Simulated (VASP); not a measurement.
## TaN: single point with HSE06

Crystal: TaN.

```
CELL_PARAMETERS angstrom
2.92812 0.00000 0.00000
-1.46406 2.53583 0.00000
0.00000 0.00000 2.87448
ATOMIC_POSITIONS crystal
Ta 0.33333 0.66667 0.50000
N 0.00000 0.00000 0.00000
```

```
Program             : VASP 6.6.1
Task                : single point
Functional          : HSE06
Potentials or basis : VASP PAW PBE potentials, release 64 (Ta_pv, N)
Cutoff              : 520 eV
k mesh              : 6 × 6 × 6
Occupations         : fermi-dirac, width 0.02 eV
Spin                : no spin polarisation
```

The pressure is -0.6 GPa and the band gap on the k mesh is zero (bands 8 and 9 overlap by 0.42 eV).

Levels at points of the mesh, in eV from the Fermi level:
```csv
k point,band 6,band 7,band 8,band 9,band 10,band 11
"(0.00, 0.00, 0.00)",-5.87,-5.38,-4.07,2.40,3.84,3.84
"(0.50, 0.00, 0.00)",-6.54,-4.54,-4.37,3.29,4.31,5.64
"(0.00, 0.00, 0.50)",-4.93,-4.93,-0.40,-0.40,2.28,3.59
"(0.50, 0.00, 0.50)",-7.69,-7.11,-1.24,4.54,5.69,6.37
```

Wall time 54 min on 1 thread of AMD EPYC 7R43 64-Core Processor (Zen 3), with other jobs on the host, peak memory 0.22 GiB.

Caveat: the k points lie up to 0.41 Å⁻¹ apart; the PAW data sets were made with another functional, which shifts forces and pressure a little; spin-orbit coupling is left out, which moves the levels of the heavy elements.
